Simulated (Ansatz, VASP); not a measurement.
## Sc5Mo: VASP beside Ansatz

```
CELL_PARAMETERS angstrom
0.00000 3.72984 3.72984
3.72984 0.00000 3.72984
3.72984 3.72984 0.00000
ATOMIC_POSITIONS crystal
Sc 0.25000 0.25000 0.25000
Sc 0.12776 0.62408 0.62408
Sc 0.62408 0.62408 0.62408
Sc 0.62408 0.62408 0.12776
Sc 0.62408 0.12776 0.62408
Mo 0.00000 0.00000 0.00000
```

Change from the starting cell: species swapped into the TmCu5 type (F-43m, No. 216).

Alike in both runs: task single point; functional PBE; k mesh 4 × 4 × 4; occupations gaussian, width 0.1 eV; no spin polarisation.

|  | VASP | Ansatz |
| --- | --- | --- |
| version | VASP 6.6.1 | Ansatz 0.2.0 |
| potentials or method | VASP PAW PBE potentials, release 64 (Sc_sv, Mo_sv), cutoff 520 eV | scalar-relativistic, plane waves, PAW |
| valence electrons in the cell | 69 | 69 |

Ansatz gave:

```
gap on the k mesh at the Fermi level (eV) : none
pressure (GPa)                            : 24.3
rms of the force components (eV/Å)        : 0.281
```

Problem. What did VASP give for the same quantities?

Solution. gap on the k mesh at the Fermi level (eV): none; pressure (GPa): 24.7; rms of the force components (eV/Å): 0.288.

Atom by atom the forces differ by 0.006 eV/Å (rms over components). A gap of «none» marks a metal or a gap that the smearing closes.

The k mesh is coarse, so the values compare programs but aren't converged.
